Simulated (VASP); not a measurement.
Runs of VASP 6.6.1 on Ir. The structure is that of space group P6_3/mmc (No. 194), or close to it. The cells are those of the table. 

| fixed moment (μB) | cell | pressure (GPa) | moment (μB) |
| --- | --- | --- | --- |
| 1.6 | a = 2.605, b = 2.605, c = 4.224 Å, angles 90.0, 90.0, 120.0°, 2 atoms | 77.8 | 1.60 |
| 0.4 | a = 2.545, b = 2.545, c = 4.126 Å, angles 90.0, 90.0, 120.0°, 2 atoms | (a) | 0.40 |
| 1.4 | a = 2.605, b = 2.605, c = 4.224 Å, angles 90.0, 90.0, 120.0°, 2 atoms | 75.9 | 1.40 |
| 0.4 | a = 2.873, b = 2.873, c = 4.658 Å, angles 90.0, 90.0, 120.0°, 2 atoms | -40.8 | 0.40 |
| 1.4 | a = 2.772, b = 2.772, c = 4.495 Å, angles 90.0, 90.0, 120.0°, 2 atoms | (b) | 1.40 |

Alike in all rows: task single point; level PBEsol; potentials or basis VASP PAW PBE potentials, release 64 (Ir); spin collinear, ferromagnetic start; k mesh 21 × 21 × 12; cutoff (eV) 520; smearing gaussian 0.15 eV.

**Question.** Fill in the values left out.

**Answer.** (a) 129.1; (b) -14.9.

Caveats: the PAW data sets were made with another functional, which shifts forces and pressure a little; the total moment is fixed, so each spin has its own Fermi level.
